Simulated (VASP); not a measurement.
# Si (a cell with a defect) in VASP: single point with PBE+D3(BJ)

Aim: the single point of Si (a cell with a defect) with PBE+D3(BJ).

All numbers are computed with VASP 6.6.1; they aren't measurements. Logs are shortened: lines on timing, memory, paths and dates and some standing lists are left out, and cuts for length are marked.

## (1) The cell of the first run

The cell holds a defect, 17 atoms: a = 7.679 Å, b = 7.679 Å, c = 7.679 Å, α = 60.00°, β = 60.00°, γ = 60.00°.

## (2) Single point, PBE+D3(BJ)

INCAR

```
SYSTEM = Si
PREC     = Accurate       ! precision mode
ENCUT    = 520            ! plane-wave cutoff, eV
EDIFF    = 1E-6           ! SCF threshold, eV
ISMEAR   = -1             ! smearing method
SIGMA    = 0.05           ! smearing width, eV
LREAL    = Auto         
LASPH    = .TRUE.         ! aspherical terms in the spheres
NELM     = 60             ! most SCF steps
ALGO     = Normal         ! electronic algorithm
ISIF     = 2              ! what is computed and relaxed
LWAVE    = .FALSE.        ! write WAVECAR
LCHARG   = .FALSE.        ! write CHGCAR
GGA      = PE             ! functional
IVDW     = 12             ! dispersion correction
NBANDS   = 48             ! bands
```

KPOINTS

```
regular mesh
0
G
  2 2 2
  0 0 0
```

POSCAR

```
Si
1.0
    0.0000000000      5.4300000000      5.4300000000
    5.4300000000      0.0000000000      5.4300000000
    5.4300000000      5.4300000000      0.0000000000
Si
17
Direct
    0.0043073171     -0.0370385796      0.0179120291
    0.1182538313      0.1237164685      0.1364193715
   -0.0266872453      0.0095849797      0.5099598983
    0.1183351087      0.1238545862      0.6242163801
    0.0048890167      0.5169350697      0.0172821110
    0.1945521542      0.6024015711      0.1027686953
    0.0042285318      0.5176034288      0.4633182469
    0.1183085339      0.6360486750      0.6240708291
    0.4902921342      0.0016252086      0.0043693872
    0.6298841209      0.1067855967      0.1309665624
    0.4903649400      0.0026550518      0.5023566794
    0.6005760044      0.1330943304      0.6330294656
    0.5771633855      0.4737223092     -0.0264740017
    0.6310091186      0.6303897314      0.1301678044
    0.4903537047      0.5044368693      0.5014143363
    0.6297314738      0.6312398417      0.6066166097
   -0.0087289304      0.3367728615      0.8370645955
```

Potentials or basis: VASP PAW PBE potentials, release 64 (Si).

Command:

```sh
> cat potpaw_PBE.64/Si/POTCAR > POTCAR
> mpirun -np 1 vasp_std > vasp.out
```

OUTCAR:

```text
SYSTEM = Si
   PREC = Accurate
   ENCUT = 520
   EDIFF = 1E-6
   ISMEAR = -1
   LREAL = Auto
   LASPH = .TRUE.
   NELM = 60
   ISIF = 2
   GGA = PE
   IVDW = 12
 IVDW          = 12

 ion  position               nearest neighbor table
   1  0.004  0.963  0.018-   6 2.31  10 2.35  17 2.46   2 2.47   4 2.48
   2  0.118  0.124  0.136-   9 2.33   3 2.35  17 2.41   1 2.47   5 2.47
   3  0.973  0.010  0.510-  12 2.34   8 2.35   2 2.35   4 2.35
   4  0.118  0.124  0.624-  11 2.33   3 2.35  17 2.40   1 2.48   7 2.48
   5  0.005  0.517  0.017-   6 2.31  14 2.35  17 2.46   8 2.47   2 2.47
   6  0.195  0.602  0.103-   5 2.31   1 2.31   7 2.31  13 2.40
   7  0.004  0.518  0.463-   6 2.31  16 2.35  17 2.46   8 2.47   4 2.48
   8  0.118  0.636  0.624-  15 2.33   3 2.35  17 2.41   5 2.47   7 2.47
   9  0.490  0.002  0.004-  12 2.33  14 2.33  10 2.33   2 2.33
  10  0.630  0.107  0.131-   9 2.33  11 2.33  13 2.35   1 2.35
  11  0.490  0.003  0.502-  12 2.33  10 2.33  16 2.33   4 2.33
  12  0.601  0.133  0.633-  11 2.33   9 2.33  15 2.33   3 2.34
  13  0.577  0.474  0.974-  14 2.35  10 2.35  16 2.35   6 2.40  17 2.60
  14  0.631  0.630  0.130-   9 2.33  15 2.33  13 2.35   5 2.35
  15  0.490  0.504  0.501-  12 2.33  14 2.33  16 2.33   8 2.33
  16  0.630  0.631  0.607-  15 2.33  11 2.33  13 2.35   7 2.35
  17  0.991  0.337  0.837-   4 2.40   8 2.41   2 2.41   7 2.46   1 2.46   5 2.46  13 2.60

  LATTYP: Found a face centered cubic cell.
 ALAT       =    10.8600000000

  Lattice vectors:

 A1 = (   0.0000000000,   5.4300000000,   5.4300000000)
 A2 = (   5.4300000000,   0.0000000000,   5.4300000000)
 A3 = (   5.4300000000,   5.4300000000,   0.0000000000)

Analysis of symmetry for initial positions (statically):
=====================================================================
 Subroutine PRICEL returns:
 Original cell was already a primitive cell.

 Routine SETGRP: Setting up the symmetry group for a
 face centered cubic supercell.

 Subroutine GETGRP returns: Found  1 space group operations
 (whereof  1 operations were pure point group operations)
 out of a pool of 48 trial point group operations.

The static configuration has the point symmetry C_1 .

Analysis of symmetry for dynamics (positions and initial velocities):
=====================================================================
 Subroutine PRICEL returns:
 Original cell was already a primitive cell.

 Routine SETGRP: Setting up the symmetry group for a
 face centered cubic supercell.

 Subroutine GETGRP returns: Found  1 space group operations
 (whereof  1 operations were pure point group operations)
 out of a pool of 48 trial point group operations.

[... 121 lines left out ...]
   POTIM  = 0.5000    time-step for ionic-motion
   TEBEG  =    0.0;   TEEND  =   0.0 temperature during run
   PSTRESS=    0.0 pullay stress
   NELECT =      68.0000    total number of electrons
   NUPDOWN=      -1.0000    fix difference up-down
   EMIN   =  10.00;   EMAX   =-10.00  energy-range for DOS
   EFERMI =   0.00;   METHOD = LEGACY
   ISMEAR =    -1;   SIGMA  =   0.05  broadening in eV -4-tet -1-fermi 0-gaus
   EFERMI_NEDOS =   21; number of points for ismear=-14 and -15
   IALGO  =     38    algorithm
   IMIX   =      4    mixing-type and parameters
     AMIX     =   0.40;   BMIX     =  1.00
     AMIX_MAG =   1.60;   BMIX_MAG =  1.00
  volume/ion in A,a.u.               =      18.84       127.11
  Fermi-wavevector in a.u.,A,eV,Ry     =   0.976715  1.845724 12.979587  0.953973
  Thomas-Fermi vector in A             =   2.107356
   LORBIT       =      0    0 simple, 1 ext, 2 COOP (PROOUT), +10 PAW based schemes
   GGA     = PE    functional components
   LHFCALC =     F    Hartree Fock is set to
   AEXX    =    0.0000 exact exchange contribution
   IVDW    =    12    specifies the selected vdW correction
   LEPSILON=     F    determine dielectric tensor
   LRPA    =     F    only Hartree local field effects (RPA)
 non-spin polarized calculation
  energy-cutoff  :      520.00
  volume of cell :      320.21
 maximum number of plane-waves:      8646
 NGX is ok and might be reduce to    60
   NGX = 29   NGY = 29   NGZ = 29

 number of electron      68.0000000 magnetization

 Free energy of the ion-electron system (eV)
  ---------------------------------------------------
  ext. energy  EPLUGINS =         0.00000000
  ---------------------------------------------------
  free energy    TOTEN  =       -87.74041031 eV

  energy without entropy =      -87.68648217  energy(sigma->0) =      -87.71344624

 E-fermi :   6.7911     XC(G=0):  -9.6946

 val. band max:        6.7907404052   @ k =   0.5000   0.5000   0.0000
 cond. band min:       6.7915016875   @ k =   0.5000   0.0000   0.5000
 fundamental gap:      0.0007612823
 Fermi energy:         6.7910867184

 k-point     1 :       0.0000    0.0000    0.0000
  band No.  band energies     occupation
      1      -6.2412      2.00000
      2      -3.8700      2.00000
      3      -3.6055      2.00000
      4      -3.6009      2.00000
      5      -3.4002      2.00000
      6      -2.7087      2.00000
[... 381 lines left out ...]
     45      10.2699      0.00000
     46      10.4109      0.00000
 [bands above 46 left out]

------------------------ aborting loop because EDIFF is reached ----------------------------------------

 Edisp (eV)   -5.64603

 E8    (eV) :    -2.3356

  FORCE on cell =-STRESS in cart. coord.  units (eV):
  Direction    XX          YY          ZZ          XY          YZ          ZX
  --------------------------------------------------------------------------------------
  -------------------------------------------------------------------------------------
  Total       2.97462     2.93089     2.93209     0.88105    -0.88891     0.87627
  in kB      14.88376    14.66497    14.67096     4.40841    -4.44775     4.38450
  external pressure =       14.74 kB  Pullay stress =        0.00 kB

 VOLUME and BASIS-vectors are now :
 -----------------------------------------------------------------------------
  energy-cutoff  :      520.00
  volume of cell :      320.21
      direct lattice vectors                 reciprocal lattice vectors
     0.000000000  5.430000000  5.430000000    -0.092081031  0.092081031  0.092081031
     5.430000000  0.000000000  5.430000000     0.092081031 -0.092081031  0.092081031
     5.430000000  5.430000000  0.000000000     0.092081031  0.092081031 -0.092081031

 POSITION                                       TOTAL-FORCE (eV/Angst)
 -----------------------------------------------------------------------------------
      5.32614      0.12065      5.25227        -0.032140      0.011776     -0.034337
      1.41254      1.38288      1.31390        -0.027790     -0.019407      0.012809
      2.82113      8.05417      5.33713        -0.009203     -0.004200     -0.001821
      4.06203      4.03205      1.31509         0.014612      0.014602      0.018182
      2.90080      0.12039      2.83350         0.012665      0.031354      0.032560
      3.82907      1.61445      4.32746         0.014311     -0.013056     -0.013528
[... 9 lines left out ...]
      6.72156      6.71337      6.84707         0.009126      0.025416      0.012700
      6.37394      9.92786      7.21128        -0.038280      0.014043      0.016359
 -----------------------------------------------------------------------------------
    total drift:                                0.003323      0.001116      0.002069

  FREE ENERGIE OF THE ION-ELECTRON SYSTEM (eV)
  ---------------------------------------------------
  free  energy   TOTEN  =       -93.3864410869 eV

  energy  without entropy=      -93.3325129412  energy(sigma->0) =      -93.35947701
```

stdout:

```text
POSCAR found type information on POSCAR Si
 POSCAR found :  1 types and      17 ions
 scaLAPACK will be used
 LDA part: xc-table for (Slater+PW92), standard interpolation
 POSCAR, INCAR and KPOINTS ok, starting setup
 FFT: planning ... GRIDC
 FFT: planning ... GRID_SOFT
 FFT: planning ... GRID
 WAVECAR not read
 entering main loop
```

Wall time 6.4 min (1 thread of Intel Xeon 8259CL, shared host); peak memory 0.47 GiB.

What came out:

- Free energy: -93.3864 eV
- Pressure: 1.5 GPa
- Largest force: 0.087 eV/Å
- Band gap on the k mesh: zero (bands 34 and 35 overlap by 0.06 eV)
- Dispersion energy per atom: -0.332 eV

Forces on the atoms (eV/Å):
```
Si  -0.032  0.012 -0.034
Si  -0.028 -0.019  0.013
Si  -0.009 -0.004 -0.002
Si   0.015  0.015  0.018
Si   0.013  0.031  0.033
Si   0.014 -0.013 -0.014
Si  -0.030 -0.037  0.012
Si  -0.030  0.010 -0.018
Si   0.025  0.022  0.006
Si   0.014  0.012  0.021
Si  -0.036 -0.008 -0.013
Si   0.010 -0.008 -0.008
Si   0.064 -0.040 -0.043
Si   0.011 -0.019 -0.022
Si   0.028  0.008  0.022
Si   0.009  0.025  0.013
Si  -0.038  0.014  0.016
```

Stress tensor (GPa, compression positive):
```
 1.49  0.44  0.44
 0.44  1.47 -0.44
 0.44 -0.44  1.47
```

Caveat: the k points lie up to 0.50 Å⁻¹ apart.
